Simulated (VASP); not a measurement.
# SrC8 (P6/mmm) in VASP: relaxation of cell and atoms with PBE+D3(BJ)

Aim: the relaxation of cell and atoms of SrC8 with PBE+D3(BJ).

Everything below comes from runs of VASP 6.6.1. Logs are shortened: lines on timing, memory, paths and dates and some standing lists are left out, and cuts for length are marked.

## 1. The cell of the first run

It takes space group P6/mmm (No. 191, hexagonal). Conventional cell: a = 4.987 Å, b = 4.987 Å, c = 4.818 Å, α = 90.00°, β = 90.00°, γ = 120.00°. Sr (site symmetry 6/mmm) has 24 C at 2.81 to 3.75 Å within 3.8 Å. C (site symmetry -6m2) has 3 C at 1.43 Å within 1.9 Å. C (site symmetry mm2) has 3 C at 1.43 to 1.44 Å within 1.9 Å.

## 2. Relaxation of cell and atoms, PBE+D3(BJ)

INCAR

```
SYSTEM = SrC8
PREC     = Accurate       ! precision mode
ENCUT    = 600            ! plane-wave cutoff, eV
EDIFF    = 1E-6           ! SCF threshold, eV
ISMEAR   = 0              ! smearing method
SIGMA    = 0.1            ! smearing width, eV
LREAL    = .FALSE.        ! projectors in reciprocal space
LASPH    = .TRUE.         ! aspherical terms in the spheres
NELM     = 60             ! most SCF steps
ALGO     = Normal         ! electronic algorithm
ISIF     = 3              ! what is computed and relaxed
LWAVE    = .FALSE.        ! write WAVECAR
LCHARG   = .FALSE.        ! write CHGCAR
GGA      = PE             ! functional
IVDW     = 12             ! dispersion correction
IBRION   = 2              ! ionic algorithm
NSW      = 100            ! ionic steps
EDIFFG   = -0.01          ! ionic threshold
```

KPOINTS

```
Automatic mesh
0
G
  12 12 8
  0 0 0
```

POSCAR

```
SrC8
1.0
    4.9873859000      0.0000000000      0.0000000000
   -2.4936929000      4.3192029000      0.0000000000
    0.0000000000      0.0000000000      4.8180119000
Sr C
1 8
Direct
    0.0000000000      0.0000000000      0.5000000000
    0.3333333000      0.6666667000      0.0000000000
    0.3345130000      0.1672565000      0.0000000000
    0.8327435000      0.6654870000      0.0000000000
    0.8327435000      0.1672565000      0.0000000000
    0.1672565000      0.8327435000      0.0000000000
    0.1672565000      0.3345130000      0.0000000000
    0.6654870000      0.8327435000      0.0000000000
    0.6666667000      0.3333333000      0.0000000000
```

Potentials or basis: VASP PAW PBE potentials, release 64 (Sr_sv, C).

On the command line:

```sh
> cat potpaw_PBE.64/Sr_sv/POTCAR potpaw_PBE.64/C/POTCAR > POTCAR
> mpirun -np 1 vasp_std > vasp.out
```

OUTCAR:

```text
SYSTEM = SrC8
   PREC = Accurate
   ENCUT = 600
   EDIFF = 1E-6
   ISMEAR = 0
   LREAL = .FALSE.
   LASPH = .TRUE.
   NELM = 60
   ISIF = 3
   GGA = PE
   IVDW = 12
   IBRION = 2
   NSW = 100
   EDIFFG = -0.01
 IVDW          = 12

 ion  position               nearest neighbor table
   1  0.000  0.000  0.500-   5 2.81   6 2.81   5 2.81   6 2.81   4 2.81   4 2.81   7 2.81   7 2.81
                             8 2.81   3 2.81   3 2.81   8 2.81
   2  0.333  0.667  0.000-   6 1.43   7 1.43   8 1.43
   3  0.335  0.167  0.000-   9 1.43   7 1.44   6 1.44   1 2.81   1 2.81
   4  0.833  0.665  0.000-   9 1.43   8 1.44   6 1.44   1 2.81   1 2.81
   5  0.833  0.167  0.000-   9 1.43   8 1.44   7 1.44   1 2.81   1 2.81
   6  0.167  0.833  0.000-   2 1.43   3 1.44   4 1.44   1 2.81   1 2.81
   7  0.167  0.335  0.000-   2 1.43   3 1.44   5 1.44   1 2.81   1 2.81
   8  0.665  0.833  0.000-   2 1.43   4 1.44   5 1.44   1 2.81   1 2.81
   9  0.667  0.333  0.000-   5 1.43   4 1.43   3 1.43

  LATTYP: Found a hexagonal cell.
 ALAT       =     4.9873859000
 C/A-ratio  =     0.9660395238

  Lattice vectors:

 A1 = (   4.9873859000,   0.0000000000,   0.0000000000)
 A2 = (  -2.4936929000,   4.3192029000,   0.0000000000)
 A3 = (   0.0000000000,   0.0000000000,   4.8180119000)

Analysis of symmetry for initial positions (statically):
=====================================================================
 Subroutine PRICEL returns:
 Original cell was already a primitive cell.

 Routine SETGRP: Setting up the symmetry group for a
 hexagonal supercell.

 Subroutine GETGRP returns: Found 24 space group operations
 (whereof 24 operations were pure point group operations)
 out of a pool of 24 trial point group operations.

The static configuration has the point symmetry D_6h.

Analysis of symmetry for dynamics (positions and initial velocities):
=====================================================================
 Subroutine PRICEL returns:
 Original cell was already a primitive cell.

 Routine SETGRP: Setting up the symmetry group for a
 hexagonal supercell.

 Subroutine GETGRP returns: Found 24 space group operations
 (whereof 24 operations were pure point group operations)
 out of a pool of 24 trial point group operations.

The dynamic configuration has the point symmetry D_6h.

 Subroutine INISYM returns: Found 24 space group operations
 (whereof 24 operations are pure point group operations),
 and found     1 'primitive' translations

----------------------------------------------------------------------------------------

                                     Primitive cell

  volume of cell :     103.7874

  direct lattice vectors                    reciprocal lattice vectors
     4.987385900  0.000000000  0.000000000     0.200505840  0.115762098  0.000000000
[... 87 lines left out ...]
   ions per type =               1   8
   NGX,Y,Z   is equivalent  to a cutoff of  13.33, 13.33, 13.80 a.u.
   NGXF,Y,Z  is equivalent  to a cutoff of  26.67, 26.67, 27.60 a.u.
 SYSTEM =  SrC8
   PREC   = accura    normal or accurate (medium, high low for compatibility)
   ISTART =      0    job   : 0-new  1-cont  2-samecut
   ICHARG =      2    charge: 1-file 2-atom 10-const
   ISPIN  =      1    spin polarized calculation?
   LNONCOLLINEAR =      F non collinear calculations
   LSORBIT =      F    spin-orbit coupling
   LASPH  =      T    aspherical Exc in radial PAW
   ENCUT  =  600.0 eV  44.10 Ry    6.64 a.u.   9.96  9.96  9.62*2*pi/ulx,y,z
   NELM   =     60;   NELMIN=  2; NELMDL= -5     # of ELM steps
   EDIFF  = 0.1E-05   stopping-criterion for ELM
   LREAL  =      F    real-space projection
   EDIFFG = -.1E-01   stopping-criterion for IOM
   NSW    =    100    number of steps for IOM
   IBRION =      2    ionic relax: 0-MD 1-quasi-New 2-CG
   NFREE  =      1    steps in history (QN), initial steepest desc. (CG)
   ISIF   =      3    stress and relaxation
   ISYM   =      2    0-nonsym 1-usesym 2-fastsym
   POTIM  = 0.5000    time-step for ionic-motion
   TEBEG  =    0.0;   TEEND  =   0.0 temperature during run
   PSTRESS=    0.0 pullay stress
   NELECT =      42.0000    total number of electrons
   NUPDOWN=      -1.0000    fix difference up-down
   EMIN   =  10.00;   EMAX   =-10.00  energy-range for DOS
   EFERMI =   0.00;   METHOD = LEGACY
   ISMEAR =     0;   SIGMA  =   0.10  broadening in eV -4-tet -1-fermi 0-gaus
   EFERMI_NEDOS =   21; number of points for ismear=-14 and -15
   IALGO  =     38    algorithm
   IMIX   =      4    mixing-type and parameters
     AMIX     =   0.40;   BMIX     =  1.00
     AMIX_MAG =   1.60;   BMIX_MAG =  1.00
  volume/ion in A,a.u.               =      11.53        77.82
  Fermi-wavevector in a.u.,A,eV,Ry     =   1.210904  2.288277 19.950072  1.466289
  Thomas-Fermi vector in A             =   2.346436
   LORBIT       =      0    0 simple, 1 ext, 2 COOP (PROOUT), +10 PAW based schemes
   GGA     = PE    functional components
   LHFCALC =     F    Hartree Fock is set to
   AEXX    =    0.0000 exact exchange contribution
   IVDW    =    12    specifies the selected vdW correction
   LEPSILON=     F    determine dielectric tensor
   LRPA    =     F    only Hartree local field effects (RPA)
 conjugate gradient relaxation of ions
 non-spin polarized calculation
 Gauss-broadening in eV      SIGMA  =   0.10
  energy-cutoff  :      600.00
  volume of cell :      103.79
 maximum number of plane-waves:      3489
 NGX is ok and might be reduce to    40
   NGX = 19   NGY = 19   NGZ = 19

--------------------------------------- Ionic step        1  -------------------------------------------

 number of electron      42.0000000 magnetization

 Free energy of the ion-electron system (eV)
  ---------------------------------------------------
  ext. energy  EPLUGINS =         0.00000000
  ---------------------------------------------------
  free energy    TOTEN  =       -75.69733230 eV

  energy without entropy =      -75.68535822  energy(sigma->0) =      -75.69134526

------------------------ aborting loop because EDIFF is reached ----------------------------------------

 Edisp (eV)   -1.31287

 E8    (eV) :    -0.4873
[... 273 lines left out ...]
--------------------------------------- Ionic step        7  -------------------------------------------

 number of electron      42.0000000 magnetization

 Free energy of the ion-electron system (eV)
  ---------------------------------------------------
  ext. energy  EPLUGINS =         0.00000000
  ---------------------------------------------------
  free energy    TOTEN  =       -75.70040583 eV

  energy without entropy =      -75.68846715  energy(sigma->0) =      -75.69443649

 E-fermi :   5.4798     XC(G=0):  -9.6848

 val. band max:        5.4699415148   @ k =   0.3333   0.0833   0.1250
 cond. band min:       5.4879165588   @ k =   0.4167   0.0833   0.2500
 fundamental gap:      0.0179750441
 Fermi energy:         5.4798420621

 k-point     1 :       0.0000    0.0000    0.0000
  band No.  band energies     occupation
      1     -31.0182      2.00000
      2     -15.0412      2.00000
      3     -13.2248      2.00000
      4     -13.1876      2.00000
      5     -13.1876      2.00000
      6      -9.7963      2.00000
[... 685 lines left out ...]
     25       8.7439      0.00000
     26       9.0648      0.00000

 [... further k-points ...]

------------------------ aborting loop because EDIFF is reached ----------------------------------------

 Edisp (eV)   -1.31021

 E8    (eV) :    -0.4864
[... 32 lines left out ...]
  FREE ENERGIE OF THE ION-ELECTRON SYSTEM (eV)
  ---------------------------------------------------
  free  energy   TOTEN  =       -77.0106132573 eV

  energy  without entropy=      -76.9986745789  energy(sigma->0) =      -77.00464392

 reached required accuracy - stopping structural energy minimisation
```

CONTCAR:

```text
SrC8
   1.00000000000000
     4.9857506391565751   -0.0000000000189585   -0.0000000000000000
    -2.4928752696111007    4.3177867225653213    0.0000000000000000
     0.0000000000000000   -0.0000000000000000    4.8347075990772197
  Sr              C
     1     8
Direct
     0.0000000000000000    0.0000000000000000    0.5000000000000000
     0.3333332999999996    0.6666667000000004    0.0000000000000000
     0.3345364108033862    0.1672682054016934    0.0000000000000000
     0.8327317945983066    0.6654635891966140    0.0000000000000000
     0.8327317945983073    0.1672682054016925    0.0000000000000000
     0.1672682054016927    0.8327317945983074    0.0000000000000000
     0.1672682054016934    0.3345364108033859    0.0000000000000000
     0.6654635891966136    0.8327317945983066    1.0000000000000000
     0.6666667000000004    0.3333332999999996    0.0000000000000000

  0.00000000E+00  0.00000000E+00  0.00000000E+00
  0.00000000E+00  0.00000000E+00  0.00000000E+00
  0.00000000E+00  0.00000000E+00  0.00000000E+00
  0.00000000E+00  0.00000000E+00  0.00000000E+00
  0.00000000E+00  0.00000000E+00  0.00000000E+00
  0.00000000E+00  0.00000000E+00  0.00000000E+00
  0.00000000E+00  0.00000000E+00  0.00000000E+00
  0.00000000E+00  0.00000000E+00  0.00000000E+00
  0.00000000E+00  0.00000000E+00  0.00000000E+00
```

Wall time 20 min (1 thread of Intel Xeon 8259CL, shared host); peak memory 0.45 GiB.

What came out:

* Free energy: -77.0106 eV
* Relaxed volume: 11.56 Å³/atom
* Relaxed cell: a = 4.986 Å, b = 4.986 Å, c = 4.835 Å, α = 90.00°, β = 90.00°, γ = 120.00°
* Space group after relaxing (to 0.1 Å): P6/mmm (No. 191)
* Energy gained by relaxing: 0.0 meV/atom
* Ionic steps: 7
* Pressure after relaxing: 0.0 GPa
* Band gap on the k mesh: zero (bands 21 and 22 overlap by 1.63 eV)
* Dispersion energy per atom: -0.146 eV

The path:
```
step  energy change (eV)  largest force (eV/Å)  pressure (GPa)  volume (Å³)
   1              0.0000                0.0168            0.01       103.79
   2             -0.0001                0.0439            0.24       103.80
   3             -0.0002                0.0241            0.16       103.80
   4             -0.0003                0.0044            0.10       103.92
   5             -0.0004                0.0137            0.05       104.03
   6             -0.0004                0.0135           -0.04       104.12
   7             -0.0004                0.0017            0.00       104.08
```

Final structure:
```cif
data_structure
_symmetry_space_group_name_H-M 'P 1'
_symmetry_Int_Tables_number 1
_cell_length_a 4.9858
_cell_length_b 4.9858
_cell_length_c 4.8347
_cell_angle_alpha 90.000
_cell_angle_beta 90.000
_cell_angle_gamma 120.000
_cell_volume 104.08
loop_
_atom_site_label
_atom_site_type_symbol
_atom_site_fract_x
_atom_site_fract_y
_atom_site_fract_z
_atom_site_occupancy
Sr1 Sr 0.00000 0.00000 0.50000 1
C1 C 0.33333 0.66667 0.00000 1
C2 C 0.33454 0.16727 0.00000 1
C3 C 0.83273 0.66546 0.00000 1
C4 C 0.83273 0.16727 0.00000 1
C5 C 0.16727 0.83273 0.00000 1
C6 C 0.16727 0.33454 0.00000 1
C7 C 0.66546 0.83273 0.00000 1
C8 C 0.66667 0.33333 0.00000 1
```

Levels at points of the mesh, in eV from the Fermi level:
| k point | band 17 | band 18 | band 19 | band 20 | band 21 | band 22 | band 23 | band 24 | band 25 | band 26 |
| --- | --- | --- | --- | --- | --- | --- | --- | --- | --- | --- |
| (0.00, 0.00, 0.00) | -4.56 | -4.13 | -4.13 | -3.52 | -0.84 | 0.03 | 0.03 | 0.63 | 2.49 | 2.49 |
| (0.50, 0.00, 0.00) | -6.11 | -6.09 | -4.88 | -3.92 | 0.69 | 0.79 | 1.11 | 1.66 | 3.59 | 3.82 |
| (0.00, 0.00, 0.50) | -4.13 | -3.87 | -3.87 | -3.70 | -1.03 | -0.92 | -0.92 | 1.55 | 4.01 | 4.01 |
| (0.50, 0.00, 0.50) | -6.12 | -6.09 | -4.44 | -4.26 | 0.42 | 1.23 | 2.00 | 3.21 | 3.33 | 3.55 |
